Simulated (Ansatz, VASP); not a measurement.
Two plane-wave programs on Se

INCAR

```
  ALGO = Normal
  EDIFF = 1E-7
  EDIFFG = -0.01
  ENCUT = 600
  GGA = PS
  IBRION = 2
  ISIF = 3
  ISMEAR = 0
  LASPH = T
  LCHARG = F
  LREAL = F
  LWAVE = F
  NELM = 80
  NSW = 100
  PREC = Accurate
  SIGMA = 0.1
```

KPOINTS

```
k-points
0
Gamma
  22 22 22
```

The input POSCAR:

```
Se
1.0
   -1.3031135258      1.3031135258      3.5100317196
    1.3031135258     -1.3031135258      3.5100317196
    1.3031135258      1.3031135258     -3.5100317196
Se
1
Direct
    0.0000000000      0.0000000000      0.0000000000
```

Input for Ansatz:

```yaml
crystal:
  lattice:
    - [-1.3031135258, 1.3031135258, 3.5100317196]
    - [1.3031135258, -1.3031135258, 3.5100317196]
    - [1.3031135258, 1.3031135258, -3.5100317196]
  atoms:
    - { symbol: Se, position: [0.0, 0.0, 0.0] }
basis:
  ecutwfc: 420
kpoints:
  mp_grid: { grid: [22, 22, 22] }
hamiltonian:
  xc: pbesol
scf:
  occupations: { method: gaussian, width: 0.1 }
output:
  forces: true
  stress: true
  eigenvalues: true
relax:
  adjacent_minimum: "off"
  f_tol: 0.01
  max_steps: 80
  cell: { stress_tol: 0.05 }
```

Alike in both runs: task relaxation of cell and atoms; functional PBEsol; k mesh 22 × 22 × 22; occupations gaussian, width 0.1 eV; no spin polarisation.

|  | VASP | Ansatz |
| --- | --- | --- |
| version | VASP 6.6.1 | Ansatz 0.2.0 |
| potentials or method | VASP PAW PBE potentials, release 64 (Se), cutoff 600 eV | scalar-relativistic, plane waves, PAW |
| valence electrons in the cell | 6 | 16 |

```tsv
	VASP	Ansatz	Ansatz less VASP
gap on the k mesh at the Fermi level, each at its own relaxed structure (eV)	none	none	-
relaxed volume (Å³/atom)	24.99	24.87	-0.119
relaxed length of the cell vector where the two differ most in proportion (Å)	4.117	4.104	-0.0125
```

VASP's potentials were made for PBE, not for PBEsol. A gap of «none» marks a metal or a gap that the smearing closes. VASP's potentials hold 6 valence electrons a cell and Ansatz's 16, so a difference there can come from the potentials and not from the codes.
